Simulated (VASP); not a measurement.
Set up this calculation in VASP 6.6.1, as the native input.

```
Task                   : single point
Functional             : PBE
Potentials or basis    : VASP PAW PBE potentials, release 64 (Ca_sv, O)
Cutoff                 : 520 eV
k mesh                 : 12 × 12 × 6
Occupations            : fermi-dirac, width 0.02 eV
Spin                   : no spin polarisation
Dipole correction      : no
Further INCAR settings : ALGO = Normal; EDIFF = 1e-06; NBANDS = 24
```

The structure of CaO lies in POSCAR:

```
CaO
1.0
    4.0405505711      0.0000000000      0.0000000000
   -2.0202752856      3.4992194399      0.0000000000
    0.0000000000      0.0000000000      4.8420007098
Ca O
2 2
Direct
    0.3333333333      0.6666666667     -0.0625000000
    0.6666666667      0.3333333333      0.4375000000
    0.3333333333      0.6666666667      0.4375000000
    0.6666666667      0.3333333333      0.9375000000
```

This cell differs from its parent crystal: strain +1.5%.

The input as run:

INCAR

```
PREC = Accurate
ENCUT = 520
EDIFF = 1E-6
ISMEAR = -1
SIGMA = 0.02
LREAL = F
LASPH = T
NELM = 80
ALGO = Normal
ISIF = 2
LWAVE = F
LCHARG = T
GGA = PE
LELF = T
LVHAR = T
NBANDS = 24
```

KPOINTS

```
regular mesh
0
Gamma
  12 12 6
```

Potentials or basis: VASP PAW PBE potentials, release 64 (Ca_sv, O).

Command:

```console
$ cat potpaw_PBE.64/Ca_sv/POTCAR potpaw_PBE.64/O/POTCAR > POTCAR
$ mpirun -np 1 vasp_std > vasp.out
```

Results of the run:

```json
{"Pressure": "-1.6 GPa", "Band gap on the k mesh": "3.03 eV, direct"}
```

Caveat: the cell differs from its parent crystal (strain +1.5%).

Run time: 2.6 min on 1 thread of Oxide Virtual Turin-like Processor, with other jobs on the host, peak memory 0.22 GiB.
